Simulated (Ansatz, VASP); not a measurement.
One calculation of SrO, two programs

The input INCAR:

```
SYSTEM = SrO
PREC = Accurate
ENCUT = 520
EDIFF = 1E-6
ISMEAR = 0
SIGMA = 0.05
LREAL = .FALSE.
LASPH = .TRUE.
NELM = 80
ALGO = Normal
ISIF = 2
LWAVE = .FALSE.
LCHARG = .FALSE.
GGA = PE
NBANDS = 24
```

Contents of KPOINTS:

```
regular mesh
0
G
  9 9 4
  0 0 0
```

The input POSCAR:

```
SrO
1.0
    3.6663715749      0.0000000000      0.0000000000
   -1.8331857875      3.1751709235      0.0000000000
    0.0000000000      0.0000000000      6.3986871764
Sr O
2 2
Direct
    0.3333333333      0.6666666667      0.2508657934
    0.6666666667      0.3333333333      0.7508657934
    0.0000000000      0.0000000000     -0.0047415976
    0.0000000000      0.0000000000      0.4952584024
```

Input for Ansatz:

```yaml
crystal:
  lattice:
    - [3.6663715749, 0.0, 0.0]
    - [-1.8331857875, 3.1751709235, 0.0]
    - [0.0, 0.0, 6.3986871764]
  atoms:
    - { symbol: Sr, position: [0.3333333333, 0.6666666667, 0.2508657934] }
    - { symbol: Sr, position: [0.6666666667, 0.3333333333, 0.7508657934] }
    - { symbol: O, position: [0.0, 0.0, -0.0047415976] }
    - { symbol: O, position: [0.0, 0.0, 0.4952584024] }
basis:
  ecutwfc: 520.0
kpoints:
  mp_grid: { grid: [9, 9, 4] }
hamiltonian:
  xc: pbe
scf:
  occupations: { method: gaussian, width: 0.05 }
output:
  forces: true
  stress: true
  eigenvalues: true
```

Change from the starting cell: mode 8 frozen in at -0.030 Å, equal normal strain along x, y and z +0.0250.

Alike in both runs: task single point; functional PBE; k mesh 9 × 9 × 4; occupations gaussian, width 0.05 eV; no spin polarisation.

|  | VASP | Ansatz |
| --- | --- | --- |
| version | VASP 6.6.1 | Ansatz 0.2.0 |
| potentials or method | VASP PAW PBE potentials, release 64 (Sr_sv, O), cutoff 520 eV | scalar-relativistic, plane waves, PAW |
| valence electrons in the cell | 32 | 32 |

```tsv
	VASP	Ansatz	Ansatz less VASP
gap on the k mesh at the Fermi level (eV)	2.57	2.58	+0.004
least direct gap on the mesh (eV)	2.57	2.58	+0.004
pressure (GPa)	-4.7	-5.1	-0.38
traceless stress, the component that is largest in VASP (GPa)	-0.55	-0.54	+0.008
rms of the force components (eV/Å)	0.023	0.021	-0.0020
```

Atom by atom the forces differ by 0.002 eV/Å (rms over components). The functional is the same, so the differences come from potentials, cutoffs and numerics.
